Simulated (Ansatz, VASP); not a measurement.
## Two plane-wave programs on AlN

The input INCAR:

```
SYSTEM = AlN
  ALGO = Normal
  EDIFF = 1E-6
  ENCUT = 520
  GGA = CA
  ISIF = 2
  ISMEAR = 0
  LASPH = .True.
  LCHARG = .True.
  LELF = .True.
  LREAL = .False.
  LVHAR = .True.
  LWAVE = .False.
  NBANDS = 26
  NELM = 60
  PREC = Accurate
  SIGMA = 0.05
```

File KPOINTS:

```
k-points
0
Gamma
  8 6 4
  0 0 0
```

POSCAR

```
AlN
1.0
   -1.6378403119      2.8368226349      0.0000000000
    0.0000000000      0.0000000000      4.1006264518
    4.9135209358      2.8368226349      0.0000000000
Al N
4 4
Direct
    0.5466389486      0.7500000000      0.2074494684
    1.0000000000      0.7500000000      0.6666666667
    0.0000000000      0.2500000000      0.3333333333
    0.5000000000      0.2500000000      0.8333333333
    0.5000000000      0.2500000000      0.1666666667
    1.0000000000      0.2500000000      0.6666666667
    0.0000000000      0.7500000000      0.3333333333
    0.5000000000      0.7500000000      0.8333333333
```

Input for Ansatz:

```yaml
crystal:
  lattice:
    - [-1.6378403119, 2.8368226349, 0.0]
    - [0.0, 0.0, 4.1006264518]
    - [4.9135209358, 2.8368226349, 0.0]
  atoms:
    - { symbol: Al, position: [0.5466389486, 0.75, 0.2074494684] }
    - { symbol: Al, position: [1.0, 0.75, 0.6666666667] }
    - { symbol: Al, position: [0.0, 0.25, 0.3333333333] }
    - { symbol: Al, position: [0.5, 0.25, 0.8333333333] }
    - { symbol: "N", position: [0.5, 0.25, 0.1666666667] }
    - { symbol: "N", position: [1.0, 0.25, 0.6666666667] }
    - { symbol: "N", position: [0.0, 0.75, 0.3333333333] }
    - { symbol: "N", position: [0.5, 0.75, 0.8333333333] }
basis:
  ecutwfc: 420
kpoints:
  mp_grid: { grid: [8, 6, 4] }
hamiltonian:
  xc: lda
  pseudopotentials: { kind: paw, azcp: { folder: soft_1 } }
scf:
  occupations: { method: gaussian, width: 0.05 }
output:
  forces: true
  stress: true
  eigenvalues: true
```

Alike in both runs: task single point; functional LDA; k mesh 8 × 6 × 4; occupations gaussian, width 0.05 eV; no spin polarisation.

```csv
,VASP,Ansatz
version,VASP 6.6.1,Ansatz 0.2.0
potentials or method,"VASP PAW LDA potentials, release 64 (Al, N), cutoff 520 eV","scalar-relativistic, plane waves, PAW"
valence electrons in the cell,32,32
```

|  | VASP | Ansatz | Ansatz less VASP |
| --- | --- | --- | --- |
| gap on the k mesh at the Fermi level (eV) | 3.27 | 3.26 | -0.004 |
| least direct gap on the mesh (eV) | 3.27 | 3.26 | -0.004 |
| pressure (GPa) | 4.6 | 3.8 | -0.73 |
| traceless stress, the component that is largest in VASP (GPa) | 11.20 | 10.86 | -0.342 |
| rms of the force components (eV/Å) | 1.870 | 1.840 | -0.0302 |

Ansatz warns that its potentials were made for another functional, while VASP's fit it. LDA's correlation is that of Perdew and Zunger in VASP and of Perdew and Wang (1992) in Ansatz. Atom by atom the forces differ by 0.032 eV/Å (rms over components).
